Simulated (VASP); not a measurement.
# SiGe3 (P-4m2) in VASP: a series of runs, part 2 of 2

VASP 6.6.1. Earlier steps stand in the parts before.

## 3. Single point, PBE

This run uses another cell than the first one, of 22.85 Å³/atom.

File INCAR:

```
ALGO = Normal
EDIFF = 1E-6
ENCUT = 520
GGA = PE
ISIF = 2
ISMEAR = 0
LASPH = True
LCHARG = True
LELF = True
LREAL = False
LVHAR = True
LWAVE = False
NBANDS = 31
NELM = 80
PREC = Accurate
SIGMA = 0.1
```

File KPOINTS:

```
k-points
0
Gamma
  6 6 4
```

File POSCAR:

```
SiGe3
1.0
    4.0164051216      0.0000000000      0.0000000000
    0.0000000000      4.0164051216      0.0000000000
    0.0000000000      0.0000000000      5.6662796898
Si Ge
1 3
Direct
    0.5000000000      0.5000000000      0.0000000000
    0.5000000000      0.0000000000      0.7564966487
    0.0000000000      0.5000000000      0.2435033513
    0.0000000000      0.0000000000      0.5000000000
```

Potentials or basis: VASP PAW PBE potentials, release 64 (Si, Ge_d).

The run is started by

```sh
> cat potpaw_PBE.64/Si/POTCAR potpaw_PBE.64/Ge_d/POTCAR > POTCAR
> mpirun -np 1 vasp_std > vasp.out
```

OUTCAR:

```text
EDIFF = 1E-6
   ENCUT = 520
   GGA = PE
   ISIF = 2
   ISMEAR = 0
   LASPH = True
   LREAL = False
   NELM = 80
   PREC = Accurate

 ion  position               nearest neighbor table
   1  0.500  0.500  0.000-   2 2.44   3 2.44   2 2.44   3 2.44
   2  0.500  0.000  0.756-   1 2.44   1 2.44   4 2.48   4 2.48
   3  0.000  0.500  0.244-   1 2.44   1 2.44   4 2.48   4 2.48
   4  0.000  0.000  0.500-   2 2.48   3 2.48   3 2.48   2 2.48

  LATTYP: Found a simple tetragonal cell.
 ALAT       =     4.0164051216
 C/A-ratio  =     1.4107839021

  Lattice vectors:

 A1 = (   4.0164051216,   0.0000000000,   0.0000000000)
 A2 = (   0.0000000000,   4.0164051216,   0.0000000000)
 A3 = (   0.0000000000,   0.0000000000,   5.6662796898)

Analysis of symmetry for initial positions (statically):
=====================================================================
 Subroutine PRICEL returns:
 Original cell was already a primitive cell.

 Routine SETGRP: Setting up the symmetry group for a
 simple tetragonal supercell.

 Subroutine GETGRP returns: Found  8 space group operations
 (whereof  8 operations were pure point group operations)
 out of a pool of 16 trial point group operations.

The static configuration has the point symmetry D_2d.

Analysis of symmetry for dynamics (positions and initial velocities):
=====================================================================
 Subroutine PRICEL returns:
 Original cell was already a primitive cell.

 Routine SETGRP: Setting up the symmetry group for a
 simple tetragonal supercell.

 Subroutine GETGRP returns: Found  8 space group operations
 (whereof  8 operations were pure point group operations)
 out of a pool of 16 trial point group operations.

The dynamic configuration has the point symmetry D_2d.

 Subroutine INISYM returns: Found  8 space group operations
[... 111 lines left out ...]
   PSTRESS=    0.0 pullay stress
   NELECT =      46.0000    total number of electrons
   NUPDOWN=      -1.0000    fix difference up-down
   EMIN   =  10.00;   EMAX   =-10.00  energy-range for DOS
   EFERMI =   0.00;   METHOD = LEGACY
   ISMEAR =     0;   SIGMA  =   0.10  broadening in eV -4-tet -1-fermi 0-gaus
   EFERMI_NEDOS =   21; number of points for ismear=-14 and -15
   IALGO  =     38    algorithm
   IMIX   =      4    mixing-type and parameters
     AMIX     =   0.40;   BMIX     =  1.00
     AMIX_MAG =   1.60;   BMIX_MAG =  1.00
  volume/ion in A,a.u.               =      22.85       154.21
  Fermi-wavevector in a.u.,A,eV,Ry     =   1.302176  2.460756 23.070895  1.695663
  Thomas-Fermi vector in A             =   2.433261
   LORBIT       =      0    0 simple, 1 ext, 2 COOP (PROOUT), +10 PAW based schemes
   GGA     = PE    functional components
   LHFCALC =     F    Hartree Fock is set to
   AEXX    =    0.0000 exact exchange contribution
   IVDW    =     0    specifies the selected vdW correction
   LEPSILON=     F    determine dielectric tensor
   LRPA    =     F    only Hartree local field effects (RPA)
 non-spin polarized calculation
 Gauss-broadening in eV      SIGMA  =   0.10
  energy-cutoff  :      520.00
  volume of cell :       91.41
 maximum number of plane-waves:      2486
 NGX is ok and might be reduce to    30
   NGX = 15   NGY = 15   NGZ = 21

 number of electron      45.9999959 magnetization

 Free energy of the ion-electron system (eV)
  ---------------------------------------------------
  ext. energy  EPLUGINS =         0.00000000
  ---------------------------------------------------
  free energy    TOTEN  =       -18.88873643 eV

  energy without entropy =      -18.88791972  energy(sigma->0) =      -18.88832807

 E-fermi :   4.9016     XC(G=0):  -9.6344

 val. band max:        4.8118956450   @ k =   0.0000   0.0000   0.0000
 cond. band min:       4.9849840819   @ k =   0.5000   0.0000   0.5000
 fundamental gap:      0.1730884369
 Fermi energy:         4.9015590141

 k-point     1 :       0.0000    0.0000    0.0000
  band No.  band energies     occupation
      1     -19.8347      2.00000
      2     -19.8347      2.00000
      3     -19.7890      2.00000
      4     -19.7766      2.00000
      5     -19.7463      2.00000
      6     -19.6787      2.00000
[... 805 lines left out ...]
     30      11.9253      0.00000
     31      12.1686      0.00000

 [... further k-points ...]
[... 5 lines left out ...]
  --------------------------------------------------------------------------------------
  -------------------------------------------------------------------------------------
  Total        0.0086101      0.0086101     -0.0722126      0.0000000      0.0000000      0.0000000
  in kB        0.1509190      0.1509190     -1.2657579      0.0000000      0.0000000      0.0000000
  external PRESSURE =      -0.3213067 kB  Pullay stress =       0.0000000 kB

 VOLUME and BASIS-vectors are now :
 -----------------------------------------------------------------------------
  energy-cutoff  :      520.00
  volume of cell :       91.41
      direct lattice vectors                 reciprocal lattice vectors
     4.016405122  0.000000000  0.000000000     0.248978868  0.000000000  0.000000000
     0.000000000  4.016405122  0.000000000     0.000000000  0.248978868  0.000000000
     0.000000000  0.000000000  5.666279690     0.000000000  0.000000000  0.176482640

 POSITION                                       TOTAL-FORCE (eV/Angst)
 -----------------------------------------------------------------------------------
      2.00820      2.00820      0.00000         0.000000      0.000000      0.000000
      2.00820      0.00000      4.28652        -0.000000      0.000000      0.004287
      0.00000      2.00820      1.37976         0.000000      0.000000     -0.004287
      0.00000      0.00000      2.83314         0.000000     -0.000000      0.000000
 -----------------------------------------------------------------------------------
    total drift:                                0.000000      0.000000     -0.000000

  FREE ENERGIE OF THE ION-ELECTRON SYSTEM (eV)
  ---------------------------------------------------
  free  energy   TOTEN  =       -18.8887364309 eV

  energy  without entropy=      -18.8879197173  energy(sigma->0) =      -18.88832807
```

OSZICAR:

```text
N       E                     dE             d eps       ncg     rms          rms(c)
DAV:   1     0.402638045771E+03    0.40264E+03   -0.22922E+04  2183   0.366E+03
DAV:   2     0.505784306207E+02   -0.35206E+03   -0.33667E+03  1860   0.796E+02
DAV:   3    -0.154663526629E+02   -0.66045E+02   -0.65067E+02  2224   0.191E+02
DAV:   4    -0.189966924742E+02   -0.35303E+01   -0.35253E+01  2133   0.504E+01
DAV:   5    -0.190748115958E+02   -0.78119E-01   -0.78115E-01  2158   0.859E+00    0.488E+00
DAV:   6    -0.189485202426E+02    0.12629E+00   -0.69607E-02  2401   0.276E+00    0.290E+00
DAV:   7    -0.188850146900E+02    0.63506E-01   -0.12341E-01  1965   0.285E+00    0.212E-01
DAV:   8    -0.188875671899E+02   -0.25525E-02   -0.13808E-02  2454   0.167E+00    0.123E-01
DAV:   9    -0.188884680196E+02   -0.90083E-03   -0.13188E-03  2058   0.975E-01    0.592E-02
DAV:  10    -0.188886896768E+02   -0.22166E-03   -0.23714E-04  2323   0.332E-01    0.247E-02
DAV:  11    -0.188887321066E+02   -0.42430E-04   -0.73927E-05  2576   0.111E-01    0.725E-03
DAV:  12    -0.188887363103E+02   -0.42037E-05   -0.19332E-05  2199   0.489E-02    0.186E-03
DAV:  13    -0.188887364309E+02   -0.12059E-06   -0.61094E-07  1308   0.253E-02
   1 F= -.18888736E+02 E0= -.18888328E+02  d E =-.816714E-03
```

stdout:

```text
POSCAR found type information on POSCAR SiGe
 POSCAR found :  2 types and       4 ions
 scaLAPACK will be used
 LDA part: xc-table for (Slater+PW92), standard interpolation
 POSCAR, INCAR and KPOINTS ok, starting setup
 FFT: planning ... GRIDC
 FFT: planning ... GRID_SOFT
 FFT: planning ... GRID
 WAVECAR not read
 entering main loop
```

Run time: 32 s. Hardware: 1 thread of Intel Xeon 6975P-C (Granite Rapids), shared host; peak memory 0.22 GiB.

What came out:

```
Free energy            : -18.8887 eV
Pressure               : 0.0 GPa
Largest force          : 0.004 eV/Å
Band gap on the k mesh : 0.17 eV (least direct gap 0.42 eV)
```

Forces on the atoms (eV/Å):
```
Si   0.000  0.000  0.000
Ge   0.000  0.000  0.004
Ge   0.000  0.000 -0.004
Ge   0.000  0.000  0.000
```

Caveat: semilocal functionals underestimate gaps, and a narrow one can read as zero.
